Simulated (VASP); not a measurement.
Runs of VASP 6.6.1 on TePd3. The structure is that of space group Fm-3m (No. 225), or close to it. The cells are those of the table. 

| cell | gap on the mesh (eV) | pressure (GPa) |
| --- | --- | --- |
| a = 4.700 Å, angles 120.2, 120.2, 89.7°, 4 atoms | none | (a) |
| a = 4.609 Å, angles 120.2, 120.2, 89.7°, 4 atoms | none | (b) |
| a = 4.578 Å, angles 120.2, 120.2, 89.7°, 4 atoms | none | -9.1 |
| a = 4.515 Å, angles 120.2, 120.2, 89.7°, 4 atoms | none | -3.1 |
| a = 4.670 Å, angles 120.2, 120.2, 89.7°, 4 atoms | none | -15.4 |
| a = 4.640 Å, angles 120.2, 120.2, 89.7°, 4 atoms | none | -13.6 |
| a = 4.547 Å, angles 120.2, 120.2, 89.7°, 4 atoms | none | -6.3 |

Alike in all rows: task single point; level LDA; potentials or basis VASP PAW LDA potentials, release 64 (Te, Pd); no spin polarisation; k mesh 7 × 7 × 7; cutoff (eV) 520; smearing methfessel-paxton 0.1 eV.

Fill in the values left out.

(a) -17.0; (b) -11.5.

Caveats: the cell stands under tension; spin-orbit coupling is left out, which moves the levels of the heavy elements.

A k mesh can miss the band edges, and the runs leave out spin-orbit coupling on Pd, Te.

A gap of «none» marks levels without a gap at the run's occupations.
